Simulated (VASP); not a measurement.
# Pb (Pm-3m) in VASP: a series of runs

Pb is run at these levels: LDA; tasks: single point, relaxation of cell and atoms.

All numbers are computed with VASP 6.6.1; they aren't measurements. Logs are shortened: lines on timing, memory, paths and dates and some standing lists are left out, and cuts for length are marked.

## 1. The cell of the first run

It takes space group Pm-3m (No. 221, cubic). Conventional cell: a = 3.227 Å, b = 3.227 Å, c = 3.227 Å, α = 90.00°, β = 90.00°, γ = 90.00°. Within 4.2 Å of Pb (site symmetry m-3m) lie 6 Pb at 3.23 Å.

## 2. Single point, LDA (volume scaled by 1.08)

INCAR

```
SYSTEM = Pb
  PREC = Accurate
  ENCUT = 520
  EDIFF = 1E-7
  ISMEAR = -1
  SIGMA = 0.1
  LREAL = .False.
  LASPH = .True.
  NELM = 80
  ALGO = Normal
  ISIF = 2
  LWAVE = .False.
  LCHARG = .False.
  NBANDS = 13
```

KPOINTS

```
regular mesh
0
Gamma
  11 11 11
  0 0 0
```

POSCAR

```
Pb
1.0
    3.2269589001      0.0000000000      0.0000000000
    0.0000000000      3.2269589001      0.0000000000
    0.0000000000      0.0000000000      3.2269589001
Pb
1
Direct
    0.0000000000      0.0000000000      0.0000000000
```

Potentials or basis: VASP PAW LDA potentials, release 64 (Pb_d).

Command:

```console
$ cat potpaw_LDA.64/Pb_d/POTCAR > POTCAR
$ mpirun -np 1 vasp_std > vasp.out
```

OUTCAR:

```text
SYSTEM = Pb
   PREC = Accurate
   ENCUT = 520
   EDIFF = 1E-7
   ISMEAR = -1
   LREAL = .False.
   LASPH = .True.
   NELM = 80
   ISIF = 2

 ion  position               nearest neighbor table
   1  0.000  0.000  0.000-

  LATTYP: Found a simple cubic cell.
 ALAT       =     3.2269589001

  Lattice vectors:

 A1 = (   3.2269589001,   0.0000000000,   0.0000000000)
 A2 = (   0.0000000000,   3.2269589001,   0.0000000000)
 A3 = (   0.0000000000,   0.0000000000,   3.2269589001)

Analysis of symmetry for initial positions (statically):
=====================================================================
 Subroutine PRICEL returns:
 Original cell was already a primitive cell.

 Routine SETGRP: Setting up the symmetry group for a
 simple cubic supercell.

 Subroutine GETGRP returns: Found 48 space group operations
 (whereof 48 operations were pure point group operations)
 out of a pool of 48 trial point group operations.

The static configuration has the point symmetry O_h .

Analysis of symmetry for dynamics (positions and initial velocities):
=====================================================================
 Subroutine PRICEL returns:
 Original cell was already a primitive cell.

 Routine SETGRP: Setting up the symmetry group for a
 simple cubic supercell.

 Subroutine GETGRP returns: Found 48 space group operations
 (whereof 48 operations were pure point group operations)
 out of a pool of 48 trial point group operations.

The dynamic configuration has the point symmetry O_h .

 Subroutine INISYM returns: Found 48 space group operations
 (whereof 48 operations are pure point group operations),
 and found     1 'primitive' translations

----------------------------------------------------------------------------------------

                                     Primitive cell

  volume of cell :      33.6032

  direct lattice vectors                    reciprocal lattice vectors
     3.226958900  0.000000000  0.000000000     0.309889289  0.000000000  0.000000000
     0.000000000  3.226958900  0.000000000     0.000000000  0.309889289  0.000000000
     0.000000000  0.000000000  3.226958900     0.000000000  0.000000000  0.309889289

  length of vectors
     3.226958900  3.226958900  3.226958900     0.309889289  0.309889289  0.309889289

  position of ions in fractional coordinates (direct lattice)
     0.000000000  0.000000000  0.000000000

  ion indices of the primitive-cell ions
   primitive index   ion index
                 1           1

----------------------------------------------------------------------------------------

 KPOINTS: regular mesh

Automatic generation of k-mesh.
 Grid dimensions read from file:
 generate k-points for:   11   11   11

 Generating k-lattice:

  Cartesian coordinates                     Fractional coordinates (reciprocal lattice)
     0.028171754  0.000000000  0.000000000     0.090909091  0.000000000  0.000000000
     0.000000000  0.028171754  0.000000000     0.000000000  0.090909091  0.000000000
     0.000000000  0.000000000  0.028171754     0.000000000  0.000000000  0.090909091

  Length of vectors
     0.028171754  0.028171754  0.028171754

  Shift w.r.t. Gamma in fractional coordinates (k-lattice)
     0.000000000  0.000000000  0.000000000

 Subroutine IBZKPT returns following result:
 ===========================================

 Found     56 irreducible k-points:

 Following reciprocal coordinates:
            Coordinates               Weight
  0.000000  0.000000  0.000000      1.000000
  0.090909  0.000000  0.000000      6.000000
  0.181818  0.000000  0.000000      6.000000
  0.272727  0.000000  0.000000      6.000000
  0.363636  0.000000  0.000000      6.000000
  0.454545  0.000000  0.000000      6.000000
[... 16 lines left out ...]
  0.181818  0.090909  0.090909     24.000000
  0.272727  0.090909  0.090909     24.000000
 [... further k-points ...]
   k-points           NKPTS =     56   k-points in BZ     NKDIM =     56   number of bands    NBANDS=     13
   number of dos      NEDOS =    301   number of ions     NIONS =      1
   total plane-waves  NPLWV =  13824
   dimension x,y,z NGX =    24 NGY =   24 NGZ =   24
   dimension x,y,z NGXF=    48 NGYF=   48 NGZF=   48
   ions per type =               1
   NGX,Y,Z   is equivalent  to a cutoff of  12.36, 12.36, 12.36 a.u.
   NGXF,Y,Z  is equivalent  to a cutoff of  24.73, 24.73, 24.73 a.u.
 SYSTEM =  Pb
   PREC   = accura    normal or accurate (medium, high low for compatibility)
   ISTART =      0    job   : 0-new  1-cont  2-samecut
   ICHARG =      2    charge: 1-file 2-atom 10-const
   ISPIN  =      1    spin polarized calculation?
   LNONCOLLINEAR =      F non collinear calculations
   LSORBIT =      F    spin-orbit coupling
   LASPH  =      T    aspherical Exc in radial PAW
   ENCUT  =  520.0 eV  38.22 Ry    6.18 a.u.   6.00  6.00  6.00*2*pi/ulx,y,z
   NELM   =     80;   NELMIN=  2; NELMDL= -5     # of ELM steps
   EDIFF  = 0.1E-06   stopping-criterion for ELM
   LREAL  =      F    real-space projection
   EDIFFG = 0.1E-05   stopping-criterion for IOM
   NSW    =      0    number of steps for IOM
   IBRION =     -1    ionic relax: 0-MD 1-quasi-New 2-CG
   NFREE  =      0    steps in history (QN), initial steepest desc. (CG)
   ISIF   =      2    stress and relaxation
   ISYM   =      2    0-nonsym 1-usesym 2-fastsym
   POTIM  = 0.5000    time-step for ionic-motion
   TEBEG  =    0.0;   TEEND  =   0.0 temperature during run
   PSTRESS=    0.0 pullay stress
   NELECT =      14.0000    total number of electrons
   NUPDOWN=      -1.0000    fix difference up-down
   EMIN   =  10.00;   EMAX   =-10.00  energy-range for DOS
   EFERMI =   0.00;   METHOD = LEGACY
   ISMEAR =    -1;   SIGMA  =   0.10  broadening in eV -4-tet -1-fermi 0-gaus
   EFERMI_NEDOS =   21; number of points for ismear=-14 and -15
   IALGO  =     38    algorithm
   IMIX   =      4    mixing-type and parameters
     AMIX     =   0.40;   BMIX     =  1.00
     AMIX_MAG =   1.60;   BMIX_MAG =  1.00
  volume/ion in A,a.u.               =      33.60       226.77
  Fermi-wavevector in a.u.,A,eV,Ry     =   1.222712  2.310590 20.341036  1.495024
  Thomas-Fermi vector in A             =   2.357849
   LORBIT       =      0    0 simple, 1 ext, 2 COOP (PROOUT), +10 PAW based schemes
   GGA     = CA    functional components
   LHFCALC =     F    Hartree Fock is set to
   AEXX    =    0.0000 exact exchange contribution
   IVDW    =     0    specifies the selected vdW correction
   LEPSILON=     F    determine dielectric tensor
   LRPA    =     F    only Hartree local field effects (RPA)
 non-spin polarized calculation
  energy-cutoff  :      520.00
  volume of cell :       33.60
 maximum number of plane-waves:       925
   NGX = 13   NGY = 13   NGZ = 13

 number of electron      14.0000011 magnetization

 Free energy of the ion-electron system (eV)
  ---------------------------------------------------
  ext. energy  EPLUGINS =         0.00000000
  ---------------------------------------------------
  free energy    TOTEN  =        -4.06400492 eV

  energy without entropy =       -4.04037479  energy(sigma->0) =       -4.05218985

 E-fermi :   5.6116     XC(G=0):  -9.8701

 val. band max:        5.6077008017   @ k =   0.3636   0.3636   0.2727
 cond. band min:       5.6408665172   @ k =   0.4545   0.3636   0.1818
 fundamental gap:      0.0331657155
 Fermi energy:         5.6115764093

 k-point     1 :       0.0000    0.0000    0.0000
  band No.  band energies     occupation
      1     -11.4844      2.00000
      2     -11.4844      2.00000
      3     -10.8935      2.00000
      4     -10.8935      2.00000
      5     -10.8935      2.00000
      6      -5.5715      2.00000
      7      10.5696      0.00000
      8      10.5696      0.00000
      9      10.5696      0.00000
     10      13.5892      0.00000
     11      15.0443      0.00000
     12      15.0443      0.00000
     13      23.6510      0.00000

 k-point     2 :       0.0909    0.0000    0.0000
  band No.  band energies     occupation
      1     -11.4819      2.00000
      2     -11.4492      2.00000
      3     -10.9062      2.00000
      4     -10.9062      2.00000
      5     -10.8924      2.00000
      6      -5.4556      2.00000
      7       9.1764      0.00000
      8      10.7043      0.00000
      9      10.7043      0.00000
     10      14.0425      0.00000
     11      15.1097      0.00000
     12      16.2394      0.00000
     13      22.9299      0.00000

 k-point     3 :       0.1818    0.0000    0.0000
  band No.  band energies     occupation
      1     -11.4752      2.00000
      2     -11.3557      2.00000
      3     -10.9402      2.00000
      4     -10.9402      2.00000
      5     -10.8896      2.00000
      6      -5.1097      2.00000
      7       6.9546      0.00000
      8      11.0906      0.00000
      9      11.0906      0.00000
     10      14.4068      0.00000
     11      15.3067      0.00000
     12      18.8653      0.00000
     13      21.5562      0.00000
[... 305 lines left out ...]
 k-point    23 :       0.1818    0.0909    0.0909
  band No.  band energies     occupation
      1     -11.4210      2.00000
      2     -11.3317      2.00000
      3     -10.9544      2.00000
      4     -10.9524      2.00000
      5     -10.9151      2.00000
      6      -4.8806      2.00000
      7       7.2005      0.00000
      8       9.7172      0.00000
      9       9.9192      0.00000
     10      16.1948      0.00000
     11      16.6952      0.00000
     12      18.8842      0.00000
     13      20.2440      0.00000

 k-point    24 :       0.2727    0.0909    0.0909
  band No.  band energies     occupation
      1     -11.4125      2.00000
      2     -11.2079      2.00000
      3     -11.0002      2.00000
      4     -10.9976      2.00000
      5     -10.9112      2.00000
      6      -4.3241      2.00000
      7       5.0745      1.99074
      8      10.2835      0.00000
      9      10.4849      0.00000
     10      16.3896      0.00000
     11      16.7766      0.00000
     12      18.9336      0.00000
     13      19.0202      0.00000

 [... further k-points ...]
[... 5 lines left out ...]
  --------------------------------------------------------------------------------------
  -------------------------------------------------------------------------------------
  Total       -0.5952275     -0.5952275     -0.5952275     -0.0000000     -0.0000000      0.0000000
  in kB      -28.3800596    -28.3800596    -28.3800596     -0.0000000     -0.0000000      0.0000000
  external PRESSURE =     -28.3800596 kB  Pullay stress =       0.0000000 kB

 VOLUME and BASIS-vectors are now :
 -----------------------------------------------------------------------------
  energy-cutoff  :      520.00
  volume of cell :       33.60
      direct lattice vectors                 reciprocal lattice vectors
     3.226958900  0.000000000  0.000000000     0.309889289  0.000000000  0.000000000
     0.000000000  3.226958900  0.000000000     0.000000000  0.309889289  0.000000000
     0.000000000  0.000000000  3.226958900     0.000000000  0.000000000  0.309889289

 POSITION                                       TOTAL-FORCE (eV/Angst)
 -----------------------------------------------------------------------------------
      0.00000      0.00000      0.00000         0.000000      0.000000      0.000000
 -----------------------------------------------------------------------------------
    total drift:                                0.000000      0.000000      0.000000

  FREE ENERGIE OF THE ION-ELECTRON SYSTEM (eV)
  ---------------------------------------------------
  free  energy   TOTEN  =        -4.0640049180 eV

  energy  without entropy=       -4.0403747907  energy(sigma->0) =       -4.05218985
```

Run time: 25 s. Hardware: 1 thread of AMD EPYC 7R43 (Zen 3), shared host; peak memory 0.11 GiB.

What came out:

```
Free energy            : -4.0640 eV
Pressure               : -2.8 GPa
Band gap on the k mesh : zero (band 7 reaches 10.57 eV, above the bottom of band 8 at 3.99 eV)
```

Caveat: the cell differs from its parent crystal (volume scaled by 1.08); spin-orbit coupling is left out, which moves the levels of the heavy elements.

## 3. Single point, LDA (volume scaled by 1.12)

INCAR

```
PREC = Accurate
ENCUT = 520
EDIFF = 1E-6
ISMEAR = -1
SIGMA = 0.1
LREAL = False
LASPH = True
NELM = 80
ALGO = Normal
ISIF = 2
LWAVE = False
LCHARG = False
GGA = CA
NBANDS = 13
```

KPOINTS

```
Automatic mesh
0
Gamma
  11 11 11
```

POSCAR

```
Pb
1.0
    3.2663159363      0.0000000000      0.0000000000
    0.0000000000      3.2663159363      0.0000000000
    0.0000000000      0.0000000000      3.2663159363
Pb
1
Direct
    0.0000000000      0.0000000000      0.0000000000
```

Potentials or basis: VASP PAW LDA potentials, release 64 (Pb_d).

Command:

```console
$ cat potpaw_LDA.64/Pb_d/POTCAR > POTCAR
$ mpirun -np 1 vasp_std > vasp.out
```

Run time: 26 s. Hardware: 1 thread of AMD EPYC 7R43 (Zen 3), shared host; peak memory 0.09 GiB.

The run converged. Its results:

| Quantity | Value |
| --- | --- |
| Free energy | -4.0381 eV |
| Pressure | -3.9 GPa |
| Band gap on the k mesh | zero (band 7 reaches 10.07 eV, above the bottom of band 8 at 3.69 eV) |

Levels at points of the mesh, in eV from the Fermi level:
```csv
k point,band 4,band 5,band 6,band 7,band 8,band 9,band 10,band 11
"(0.00, 0.00, 0.00)",-16.51,-16.51,-10.97,4.82,4.82,4.82,7.72,9.24
```

Caveat: the cell differs from its parent crystal (volume scaled by 1.12); spin-orbit coupling is left out, which moves the levels of the heavy elements.

## 4. Single point, LDA

This run uses another cell than the first one, of 31.11 Å³/atom, 0.926 times its volume.

INCAR

```
PREC = Accurate
ENCUT = 520
EDIFF = 1E-6
ISMEAR = -1
SIGMA = 0.1
LREAL = F
LASPH = T
NELM = 100
ALGO = Normal
ISIF = 2
LWAVE = F
LCHARG = F
GGA = CA
NBANDS = 13
```

KPOINTS

```
regular mesh
0
Gamma
  16 16 16
```

POSCAR

```
Pb
1.0
    3.1452283548      0.0000000000      0.0000000000
    0.0000000000      3.1452283548      0.0000000000
    0.0000000000      0.0000000000      3.1452283548
Pb
1
Direct
    0.0000000000      0.0000000000      0.0000000000
```

Potentials or basis: VASP PAW LDA potentials, release 64 (Pb_d).

Command:

```console
$ cat potpaw_LDA.64/Pb_d/POTCAR > POTCAR
$ mpirun -np 1 vasp_std > vasp.out
```

OUTCAR:

```text
PREC = Accurate
   ENCUT = 520
   EDIFF = 1E-6
   ISMEAR = -1
   LREAL = F
   LASPH = T
   NELM = 100
   ISIF = 2
   GGA = CA

 ion  position               nearest neighbor table
   1  0.000  0.000  0.000-

  LATTYP: Found a simple cubic cell.
 ALAT       =     3.1452283548

  Lattice vectors:

 A1 = (   3.1452283548,   0.0000000000,   0.0000000000)
 A2 = (   0.0000000000,   3.1452283548,   0.0000000000)
 A3 = (   0.0000000000,   0.0000000000,   3.1452283548)

Analysis of symmetry for initial positions (statically):
=====================================================================
 Subroutine PRICEL returns:
 Original cell was already a primitive cell.

 Routine SETGRP: Setting up the symmetry group for a
 simple cubic supercell.

 Subroutine GETGRP returns: Found 48 space group operations
 (whereof 48 operations were pure point group operations)
 out of a pool of 48 trial point group operations.

The static configuration has the point symmetry O_h .

Analysis of symmetry for dynamics (positions and initial velocities):
=====================================================================
 Subroutine PRICEL returns:
[... 159 lines left out ...]
 fundamental gap:      0.0668167246
 Fermi energy:         6.4960154717

 k-point     1 :       0.0000    0.0000    0.0000
  band No.  band energies     occupation
      1     -10.8069      2.00000
      2     -10.8069      2.00000
      3     -10.0758      2.00000
      4     -10.0758      2.00000
      5     -10.0758      2.00000
      6      -5.2427      2.00000
      7      11.6734      0.00000
      8      11.6734      0.00000
      9      11.6734      0.00000
     10      14.9583      0.00000
     11      16.2868      0.00000
     12      16.2868      0.00000
     13      24.8886      0.00000
[... 354 lines left out ...]
  band No.  band energies     occupation
      1     -10.7109      2.00000
      2     -10.3170      2.00000
      3     -10.2699      2.00000
      4     -10.2505      2.00000
      5     -10.0873      2.00000
      6      -2.2857      2.00000
      7       2.4070      2.00000
      8      11.9813      0.00000
      9      14.5374      0.00000
     10      15.5414      0.00000
     11      17.7626      0.00000
     12      19.3953      0.00000
     13      20.5337      0.00000

 [... further k-points ...]
[... 5 lines left out ...]
  --------------------------------------------------------------------------------------
  -------------------------------------------------------------------------------------
  Total        0.0403217      0.0403217      0.0403217     -0.0000000     -0.0000000      0.0000000
  in kB        2.0763109      2.0763109      2.0763109     -0.0000000     -0.0000000      0.0000000
  external PRESSURE =       2.0763109 kB  Pullay stress =       0.0000000 kB

 VOLUME and BASIS-vectors are now :
 -----------------------------------------------------------------------------
  energy-cutoff  :      520.00
  volume of cell :       31.11
      direct lattice vectors                 reciprocal lattice vectors
     3.145228355  0.000000000  0.000000000     0.317941938  0.000000000  0.000000000
     0.000000000  3.145228355  0.000000000     0.000000000  0.317941938  0.000000000
     0.000000000  0.000000000  3.145228355     0.000000000  0.000000000  0.317941938

 POSITION                                       TOTAL-FORCE (eV/Angst)
 -----------------------------------------------------------------------------------
      0.00000      0.00000      0.00000         0.000000      0.000000      0.000000
 -----------------------------------------------------------------------------------
    total drift:                                0.000000     -0.000000     -0.000000

  FREE ENERGIE OF THE ION-ELECTRON SYSTEM (eV)
  ---------------------------------------------------
  free  energy   TOTEN  =        -4.0883108750 eV

  energy  without entropy=       -4.0682282565  energy(sigma->0) =       -4.07826957
```

OSZICAR:

```text
N       E                     dE             d eps       ncg     rms          rms(c)
DAV:   1     0.107045524372E+03    0.10705E+03   -0.71576E+03  4354   0.125E+03
DAV:   2     0.119277162530E+01   -0.10585E+03   -0.10288E+03  4565   0.309E+02
DAV:   3    -0.397863889357E+01   -0.51714E+01   -0.51546E+01  5286   0.748E+01
DAV:   4    -0.410073942706E+01   -0.12210E+00   -0.12208E+00  5096   0.123E+01
DAV:   5    -0.410634465174E+01   -0.56052E-02   -0.56051E-02  5951   0.243E+00    0.806E-01
DAV:   6    -0.409243888363E+01    0.13906E-01   -0.17697E-02  5281   0.243E+00    0.412E-01
DAV:   7    -0.408858420027E+01    0.38547E-02   -0.76061E-03  5480   0.150E+00    0.110E-01
DAV:   8    -0.408831281732E+01    0.27138E-03   -0.52370E-04  5639   0.389E-01    0.927E-03
DAV:   9    -0.408831090923E+01    0.19081E-05   -0.15245E-05  5964   0.645E-02    0.524E-03
DAV:  10    -0.408831087505E+01    0.34177E-07   -0.64328E-07  3455   0.780E-03
   1 F= -.40883109E+01 E0= -.40782696E+01  d E =-.200826E-01
```

Run time: 68 s. Hardware: 1 thread of AMD EPYC 7R43 (Zen 3), shared host; peak memory 0.13 GiB.

Results:

* Free energy: -4.0883 eV
* Pressure: 0.2 GPa
* Band gap on the k mesh: zero (band 7 reaches 11.67 eV, above the bottom of band 8 at 4.48 eV)

Caveat: spin-orbit coupling is left out, which moves the levels of the heavy elements.

(Part 1 of 2 ends here.)
